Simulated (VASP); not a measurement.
# NiSb (P6_3/mmc) in VASP: further runs

The runs below take NiSb through single point, with PBE.

All numbers are computed with VASP 6.6.1; they aren't measurements. Logs are shortened: lines on timing, memory, paths and dates and some standing lists are left out, and cuts for length are marked.

## 1. The cell of the first run

Symmetry: P6_3/mmc, No. 194, hexagonal system. The conventional cell has a = 3.420 Å, b = 3.420 Å, c = 4.458 Å, α = 90.00°, β = 90.00°, γ = 120.00°. Ni (site symmetry -3m) has 2 Ni at 2.23 Å and 6 Sb at 2.27 Å within 2.9 Å. Within 3.0 Å of Sb (site symmetry -6m2) lie 6 Ni at 2.27 Å and 6 Sb at 2.98 Å.

## 2. Single point, PBE (11.29 Å³/atom)

Input file INCAR:

```
SYSTEM = NiSb
PREC = Accurate
ENCUT = 520
EDIFF = 1E-7
ISMEAR = -1
SIGMA = 0.05
LREAL = .FALSE.
LASPH = .TRUE.
NELM = 60
ALGO = Normal
ISIF = 2
LWAVE = .FALSE.
LCHARG = .FALSE.
GGA = PE
NBANDS = 23
```

Input file KPOINTS:

```
regular mesh
0
G
  10 10 7
  0 0 0
```

Input file POSCAR:

```
NiSb
1.0
    3.4199476451      0.0000000000      0.0000000000
   -1.7099738226      2.9617615403      0.0000000000
    0.0000000000      0.0000000000      4.4577728979
Ni Sb
2 2
Direct
    0.0000000000      0.0000000000      0.0000000000
    0.0000000000      0.0000000000      0.5000000000
    0.3333333333      0.6666666667      0.2500000000
    0.6666666667      0.3333333333      0.7500000000
```

Potentials or basis: VASP PAW PBE potentials, release 64 (Ni, Sb).

On the command line:

```console
cat potpaw_PBE.64/Ni/POTCAR potpaw_PBE.64/Sb/POTCAR > POTCAR
mpirun -np 1 vasp_std > vasp.out
```

OUTCAR:

```text
SYSTEM = NiSb
   PREC = Accurate
   ENCUT = 520
   EDIFF = 1E-7
   ISMEAR = -1
   LREAL = .FALSE.
   LASPH = .TRUE.
   NELM = 60
   ISIF = 2
   GGA = PE

 ion  position               nearest neighbor table
   1  0.000  0.000  0.000-   2 2.23   2 2.23   4 2.27   3 2.27   4 2.27   3 2.27   4 2.27   3 2.27

   2  0.000  0.000  0.500-   1 2.23   1 2.23   4 2.27   3 2.27   4 2.27   3 2.27   4 2.27   3 2.27

   3  0.333  0.667  0.250-   1 2.27   2 2.27   1 2.27   2 2.27   1 2.27   2 2.27   4 2.98   4 2.98
                             4 2.98   4 2.98   4 2.98   4 2.98
   4  0.667  0.333  0.750-   1 2.27   2 2.27   1 2.27   2 2.27   1 2.27   2 2.27   3 2.98   3 2.98
                             3 2.98   3 2.98   3 2.98   3 2.98

  LATTYP: Found a hexagonal cell.
 ALAT       =     3.4199476451
 C/A-ratio  =     1.3034623218

  Lattice vectors:

 A1 = (   3.4199476451,   0.0000000000,   0.0000000000)
 A2 = (  -1.7099738226,   2.9617615403,   0.0000000000)
 A3 = (   0.0000000000,   0.0000000000,   4.4577728979)

Analysis of symmetry for initial positions (statically):
=====================================================================
 Subroutine PRICEL returns:
 Original cell was already a primitive cell.

 Routine SETGRP: Setting up the symmetry group for a
 hexagonal supercell.

 Subroutine GETGRP returns: Found 24 space group operations
 (whereof 12 operations were pure point group operations)
 out of a pool of 24 trial point group operations.

The static configuration has the point symmetry D_3d.
 The point group associated with its full space group is D_6h.

Analysis of symmetry for dynamics (positions and initial velocities):
=====================================================================
 Subroutine PRICEL returns:
 Original cell was already a primitive cell.

 Routine SETGRP: Setting up the symmetry group for a
 hexagonal supercell.

 Subroutine GETGRP returns: Found 24 space group operations
 (whereof 12 operations were pure point group operations)
 out of a pool of 24 trial point group operations.

The dynamic configuration has the point symmetry D_3d.
 The point group associated with its full space group is D_6h.

 Subroutine INISYM returns: Found 24 space group operations
 (whereof 12 operations are pure point group operations),
 and found     1 'primitive' translations

----------------------------------------------------------------------------------------

                                     Primitive cell

  volume of cell :      45.1531

  direct lattice vectors                    reciprocal lattice vectors
     3.419947645  0.000000000  0.000000000     0.292402137  0.168818453  0.000000000
    -1.709973823  2.961761540  0.000000000     0.000000000  0.337636905  0.000000000
     0.000000000  0.000000000  4.457772898     0.000000000  0.000000000  0.224327265

  length of vectors
     3.419947645  3.419947645  4.457772898     0.337636905  0.337636905  0.224327265

  position of ions in fractional coordinates (direct lattice)
     0.000000000  0.000000000  0.000000000
     0.000000000  0.000000000  0.500000000
     0.333333333  0.666666667  0.250000000
     0.666666667  0.333333333  0.750000000

  ion indices of the primitive-cell ions
   primitive index   ion index
                 1           1
                 2           2
                 3           3
                 4           4

----------------------------------------------------------------------------------------

 KPOINTS: regular mesh

Automatic generation of k-mesh.
 Grid dimensions read from file:
 generate k-points for:   10   10    7

 Generating k-lattice:

  Cartesian coordinates                     Fractional coordinates (reciprocal lattice)
     0.029240214  0.016881845  0.000000000     0.100000000 -0.000000000  0.000000000
     0.000000000  0.033763691  0.000000000     0.000000000  0.100000000  0.000000000
     0.000000000  0.000000000  0.032046752     0.000000000  0.000000000  0.142857143

  Length of vectors
     0.033763691  0.033763691  0.032046752

  Shift w.r.t. Gamma in fractional coordinates (k-lattice)
     0.000000000  0.000000000  0.000000000

 Subroutine IBZKPT returns following result:
 ===========================================

 Found     56 irreducible k-points:

 Following reciprocal coordinates:
            Coordinates               Weight
  0.000000  0.000000  0.000000      1.000000
  0.100000  0.000000  0.000000      6.000000
  0.200000  0.000000  0.000000      6.000000
  0.300000 -0.000000  0.000000      6.000000
  0.400000  0.000000  0.000000      6.000000
  0.500000 -0.000000  0.000000      3.000000
[... 16 lines left out ...]
  0.300000  0.100000  0.142857     24.000000
  0.400000  0.100000  0.142857     24.000000
 [... further k-points ...]
   k-points           NKPTS =     56   k-points in BZ     NKDIM =     56   number of bands    NBANDS=     23
   number of dos      NEDOS =    301   number of ions     NIONS =      4
   total plane-waves  NPLWV =  28224
   dimension x,y,z NGX =    28 NGY =   28 NGZ =   36
   dimension x,y,z NGXF=    56 NGYF=   56 NGZF=   72
   ions per type =               2   2
   NGX,Y,Z   is equivalent  to a cutoff of  13.61, 13.61, 13.43 a.u.
   NGXF,Y,Z  is equivalent  to a cutoff of  27.22, 27.22, 26.85 a.u.
 SYSTEM =  NiSb
   PREC   = accura    normal or accurate (medium, high low for compatibility)
   ISTART =      0    job   : 0-new  1-cont  2-samecut
   ICHARG =      2    charge: 1-file 2-atom 10-const
   ISPIN  =      1    spin polarized calculation?
   LNONCOLLINEAR =      F non collinear calculations
   LSORBIT =      F    spin-orbit coupling
   LASPH  =      T    aspherical Exc in radial PAW
   ENCUT  =  520.0 eV  38.22 Ry    6.18 a.u.   6.36  6.36  8.29*2*pi/ulx,y,z
   NELM   =     60;   NELMIN=  2; NELMDL= -5     # of ELM steps
   EDIFF  = 0.1E-06   stopping-criterion for ELM
   LREAL  =      F    real-space projection
   EDIFFG = 0.1E-05   stopping-criterion for IOM
   NSW    =      0    number of steps for IOM
   IBRION =     -1    ionic relax: 0-MD 1-quasi-New 2-CG
   NFREE  =      0    steps in history (QN), initial steepest desc. (CG)
   ISIF   =      2    stress and relaxation
   ISYM   =      2    0-nonsym 1-usesym 2-fastsym
   POTIM  = 0.5000    time-step for ionic-motion
   TEBEG  =    0.0;   TEEND  =   0.0 temperature during run
   PSTRESS=    0.0 pullay stress
   NELECT =      30.0000    total number of electrons
   NUPDOWN=      -1.0000    fix difference up-down
   EMIN   =  10.00;   EMAX   =-10.00  energy-range for DOS
   EFERMI =   0.00;   METHOD = LEGACY
   ISMEAR =    -1;   SIGMA  =   0.05  broadening in eV -4-tet -1-fermi 0-gaus
   EFERMI_NEDOS =   21; number of points for ismear=-14 and -15
   IALGO  =     38    algorithm
   IMIX   =      4    mixing-type and parameters
     AMIX     =   0.40;   BMIX     =  1.00
     AMIX_MAG =   1.60;   BMIX_MAG =  1.00
  volume/ion in A,a.u.               =      11.29        76.18
  Fermi-wavevector in a.u.,A,eV,Ry     =   1.428519  2.699510 27.764962  2.040667
  Thomas-Fermi vector in A             =   2.548572
   LORBIT       =      0    0 simple, 1 ext, 2 COOP (PROOUT), +10 PAW based schemes
   GGA     = PE    functional components
   LHFCALC =     F    Hartree Fock is set to
   AEXX    =    0.0000 exact exchange contribution
   IVDW    =     0    specifies the selected vdW correction
   LEPSILON=     F    determine dielectric tensor
   LRPA    =     F    only Hartree local field effects (RPA)
 non-spin polarized calculation
  energy-cutoff  :      520.00
  volume of cell :       45.15
 maximum number of plane-waves:      1233
 NGX is ok and might be reduce to    28
   NGX = 13   NGY = 13   NGZ = 17

 number of electron      29.9999996 magnetization

 Free energy of the ion-electron system (eV)
  ---------------------------------------------------
  ext. energy  EPLUGINS =         0.00000000
  ---------------------------------------------------
  free energy    TOTEN  =       -12.65111095 eV

  energy without entropy =      -12.64076211  energy(sigma->0) =      -12.64593653

 E-fermi :  17.8649     XC(G=0): -13.7357

 val. band max:       17.8522185509   @ k =   0.4000   0.2000   0.1429
 cond. band min:      17.8673024997   @ k =   0.1000   0.0000   0.1429
 fundamental gap:      0.0150839487
 Fermi energy:        17.8649273987

 k-point     1 :       0.0000    0.0000    0.0000
  band No.  band energies     occupation
      1       0.4048      2.00000
      2       8.1580      2.00000
      3       8.2312      2.00000
      4      11.0555      2.00000
      5      11.0555      2.00000
      6      11.8573      2.00000
[... 15 lines left out ...]
     22      26.1305      0.00000
     23      26.9008      0.00000

 k-point     2 :       0.1000    0.0000    0.0000
  band No.  band energies     occupation
      1       0.5907      2.00000
      2       8.1532      2.00000
      3       8.3672      2.00000
      4      11.0392      2.00000
      5      11.1149      2.00000
      6      11.8277      2.00000
[... 15 lines left out ...]
     22      26.2231      0.00000
     23      26.2633      0.00000

 k-point     3 :       0.2000    0.0000    0.0000
  band No.  band energies     occupation
      1       1.1438      2.00000
      2       7.8966      2.00000
      3       8.9783      2.00000
      4      10.7958      2.00000
      5      11.2755      2.00000
      6      11.7495      2.00000
[... 15 lines left out ...]
     22      25.9442      0.00000
     23      26.1627      0.00000

 k-point     4 :       0.3000   -0.0000    0.0000
  band No.  band energies     occupation
      1       2.0467      2.00000
      2       7.3386      2.00000
      3       9.9324      2.00000
      4      10.0294      2.00000
      5      11.4470      2.00000
      6      11.7400      2.00000
[... 15 lines left out ...]
     22      25.9961      0.00000
     23      27.6454      0.00000

 k-point     5 :       0.4000    0.0000    0.0000
  band No.  band energies     occupation
      1       3.2547      2.00000
      2       6.2571      2.00000
      3       9.3168      2.00000
      4      11.0660      2.00000
      5      11.4807      2.00000
      6      11.7724      2.00000
[... 15 lines left out ...]
     22      26.0744      0.00000
     23      29.4905      0.00000

 k-point     6 :       0.5000   -0.0000    0.0000
  band No.  band energies     occupation
      1       4.4221      2.00000
      2       5.0678      2.00000
      3       9.0900      2.00000
      4      11.4597      2.00000
      5      11.7519      2.00000
      6      11.7872      2.00000
[... 15 lines left out ...]
     22      26.1049      0.00000
     23      30.7370      0.00000

 k-point     7 :       0.1000    0.1000    0.0000
  band No.  band energies     occupation
      1       0.9603      2.00000
      2       7.9911      2.00000
      3       8.7773      2.00000
      4      10.9684      2.00000
      5      11.1825      2.00000
      6      11.7408      2.00000
[... 353 lines left out ...]
     22      27.4394      0.00000
     23      30.8638      0.00000

 k-point    21 :       0.1000    0.1000    0.1429
  band No.  band energies     occupation
      1       1.1266      2.00000
      2       6.6068      2.00000
      3       9.7935      2.00000
      4      11.2835      2.00000
      5      11.4424      2.00000
      6      11.8646      2.00000
[... 15 lines left out ...]
     22      26.3899      0.00000
     23      26.5330      0.00000

 k-point    22 :       0.2000    0.1000    0.1429
  band No.  band energies     occupation
      1       1.8517      2.00000
      2       6.8950      2.00000
      3       9.4605      2.00000
      4      11.1587      2.00000
      5      11.3675      2.00000
      6      11.6976      2.00000
[... 15 lines left out ...]
     22      26.2079      0.00000
     23      27.8391      0.00000

 k-point    23 :       0.3000    0.1000    0.1429
  band No.  band energies     occupation
      1       2.9027      2.00000
      2       6.7541      2.00000
      3       9.0575      2.00000
      4      10.7074      2.00000
      5      11.2997      2.00000
      6      11.6960      2.00000
[... 15 lines left out ...]
     22      27.2715      0.00000
     23      28.7817      0.00000

 k-point    24 :       0.4000    0.1000    0.1429
  band No.  band energies     occupation
      1       4.1825      2.00000
      2       5.7596      2.00000
      3       8.8128      2.00000
      4      10.7242      2.00000
      5      11.2630      2.00000
      6      11.6967      2.00000
[... 15 lines left out ...]
     22      28.9086      0.00000
     23      29.4454      0.00000

 [... further k-points ...]

------------------------ aborting loop because EDIFF is reached ----------------------------------------

  FORCE on cell =-STRESS in cart. coord.  units (eV):
  Direction    XX          YY          ZZ          XY          YZ          ZX
  --------------------------------------------------------------------------------------
  -------------------------------------------------------------------------------------
  Total       42.3740167     42.3740167     41.8730321     -0.0000000      0.0000000     -0.0000000
  in kB     1503.5668058   1503.5668059   1485.7902553     -0.0000000      0.0000000     -0.0000000
  external PRESSURE =    1497.6412890 kB  Pullay stress =       0.0000000 kB

 VOLUME and BASIS-vectors are now :
 -----------------------------------------------------------------------------
  energy-cutoff  :      520.00
  volume of cell :       45.15
      direct lattice vectors                 reciprocal lattice vectors
     3.419947645  0.000000000  0.000000000     0.292402137  0.168818453  0.000000000
    -1.709973823  2.961761540  0.000000000     0.000000000  0.337636905  0.000000000
     0.000000000  0.000000000  4.457772898     0.000000000  0.000000000  0.224327265

 POSITION                                       TOTAL-FORCE (eV/Angst)
 -----------------------------------------------------------------------------------
      0.00000      0.00000      0.00000         0.000000     -0.000000      0.000000
      0.00000      0.00000      2.22889         0.000000     -0.000000      0.000000
     -0.00000      1.97451      1.11444        -0.000000      0.000000      0.000000
      1.70997      0.98725      3.34333         0.000000     -0.000000      0.000000
 -----------------------------------------------------------------------------------
    total drift:                               -0.000000      0.000000      0.000000

  FREE ENERGIE OF THE ION-ELECTRON SYSTEM (eV)
  ---------------------------------------------------
  free  energy   TOTEN  =       -12.6511109498 eV

  energy  without entropy=      -12.6407621132  energy(sigma->0) =      -12.64593653
```

Wall time 2.2 min (1 thread of AMD EPYC 7R13, shared host); peak memory 0.18 GiB.

What came out:

* Free energy: -12.6511 eV
* Pressure: 149.8 GPa
* Band gap on the k mesh: zero (bands 15 and 16 overlap by 4.98 eV)

Stress tensor (GPa, compression positive):
```
150.36   0.00   0.00
  0.00 150.36   0.00
  0.00   0.00 148.58
```

Caveat: the cell stands under pressure; spin-orbit coupling is left out, which moves the levels of the heavy elements. Spin polarisation is off, so any magnetic state and its effect on volume and gap are missing.

## 3. Single point, PBE (12.66 Å³/atom)

This run uses another cell than the first one, of 12.66 Å³/atom.

Input file INCAR:

```
SYSTEM = NiSb
  PREC = Accurate
  ENCUT = 520
  EDIFF = 1E-6
  ISMEAR = -1
  SIGMA = 0.05
  LREAL = .FALSE.
  LASPH = .TRUE.
  NELM = 60
  ALGO = Normal
  ISIF = 2
  LWAVE = .FALSE.
  LCHARG = .FALSE.
  GGA = PE
  NBANDS = 23
```

KPOINTS is that of step 2.

Input file POSCAR:

```
NiSb
1.0
    3.5528923784      0.0000000000      0.0000000000
   -1.7764461892      3.0768950566      0.0000000000
    0.0000000000      0.0000000000      4.6310613486
Ni Sb
2 2
Direct
    0.0000000000      0.0000000000      0.0000000000
    0.0000000000      0.0000000000      0.5000000000
    0.3333333333      0.6666666667      0.2500000000
    0.6666666667      0.3333333333      0.7500000000
```

Potentials or basis: VASP PAW PBE potentials, release 64 (Ni, Sb).

On the command line:

```console
cat potpaw_PBE.64/Ni/POTCAR potpaw_PBE.64/Sb/POTCAR > POTCAR
mpirun -np 1 vasp_std > vasp.out
```

Wall time 2.3 min (1 thread of AMD EPYC 7R13, shared host); peak memory 0.18 GiB.

Results (log left out):

```
Free energy            : -16.5489 eV
Pressure               : 84.2 GPa
Band gap on the k mesh : zero (bands 15 and 16 overlap by 4.34 eV)
```

Stress tensor (GPa, compression positive):
```
84.79  0.00  0.00
 0.00 84.79  0.00
 0.00  0.00 82.94
```

Levels at points of the mesh, in eV from the Fermi level:
| k point | band 12 | band 13 | band 14 | band 15 | band 16 | band 17 | band 18 | band 19 |
| --- | --- | --- | --- | --- | --- | --- | --- | --- |
| (0.00, 0.00, 0.00) | -2.29 | -0.21 | 0.76 | 0.76 | 3.30 | 3.30 | 3.32 | 5.61 |
| (0.50, 0.00, 0.00) | -3.11 | -2.62 | -2.40 | -2.25 | 0.28 | 1.45 | 3.47 | 5.55 |

Caveat: the cell stands under pressure; spin-orbit coupling is left out, which moves the levels of the heavy elements. Spin polarisation is off, so any magnetic state and its effect on volume and gap are missing.

## 4. Single point, PBE (13.68 Å³/atom)

This run uses another cell than the first one, of 13.68 Å³/atom.

Input file INCAR:

```
PREC = Accurate
ENCUT = 520
EDIFF = 1E-7
ISMEAR = -1
SIGMA = 0.05
LREAL = False
LASPH = True
NELM = 80
ALGO = Normal
ISIF = 2
LWAVE = False
LCHARG = False
GGA = PE
NBANDS = 23
```

Input file KPOINTS:

```
Automatic mesh
0
Gamma
  10 10 7
```

Input file POSCAR:

```
NiSb
1.0
    3.6464321877      0.0000000000      0.0000000000
   -1.8232160938      3.1579029078      0.0000000000
    0.0000000000      0.0000000000      4.7529869656
Ni Sb
2 2
Direct
    0.0000000000      0.0000000000      0.0000000000
    0.0000000000      0.0000000000      0.5000000000
    0.3333333333      0.6666666667      0.2500000000
    0.6666666667      0.3333333333      0.7500000000
```

On the command line:

```console
cat potpaw_PBE.64/Ni/POTCAR potpaw_PBE.64/Sb/POTCAR > POTCAR
mpirun -np 1 vasp_std > vasp.out
```

Wall time 2.2 min (1 thread of AMD EPYC 7R13, shared host); peak memory 0.19 GiB.

It converged, with:

| Item | Value |
| --- | --- |
| Free energy | -18.2816 eV |
| Pressure | 53.1 GPa |
| Band gap on the k mesh | zero (bands 15 and 16 overlap by 3.95 eV) |

Stress tensor (GPa, compression positive):
```
53.59  0.00  0.00
 0.00 53.59  0.00
 0.00  0.00 51.97
```

Levels at points of the mesh, in eV from the Fermi level:
| k point | band 11 | band 12 | band 13 | band 14 | band 15 | band 16 | band 17 | band 18 | band 19 | band 20 |
| --- | --- | --- | --- | --- | --- | --- | --- | --- | --- | --- |
| (0.00, 0.00, 0.00) | -2.03 | -2.03 | -0.18 | 0.68 | 0.68 | 3.05 | 3.05 | 3.27 | 5.17 | 6.90 |
| (0.50, 0.00, 0.00) | -3.13 | -2.76 | -2.34 | -2.12 | -2.00 | 0.04 | 1.34 | 3.44 | 5.09 | 5.58 |

Caveat: the cell stands under pressure; spin-orbit coupling is left out, which moves the levels of the heavy elements. Spin polarisation is off, so any magnetic state and its effect on volume and gap are missing.

## 5. Overview

```tsv
cell	gap on the mesh (eV)	pressure (GPa)
a = 3.420, b = 3.420, c = 4.458 Å, angles 90.0, 90.0, 120.0°, 4 atoms	none	149.8
a = 3.553, b = 3.553, c = 4.631 Å, angles 90.0, 90.0, 120.0°, 4 atoms	none	84.2
a = 3.646, b = 3.646, c = 4.753 Å, angles 90.0, 90.0, 120.0°, 4 atoms	none	53.1
```

Alike in all rows: task single point; level PBE; potentials or basis VASP PAW PBE potentials, release 64 (Ni, Sb); no spin polarisation; k mesh 10 × 10 × 7; cutoff (eV) 520; smearing fermi-dirac 0.05 eV.

Caveats: the cell stands under pressure; spin-orbit coupling is left out, which moves the levels of the heavy elements.

Absolute energies hang on the potentials; compare differences alone.

The gap in the log of VASP goes by the Fermi energy; the results here count the filled bands.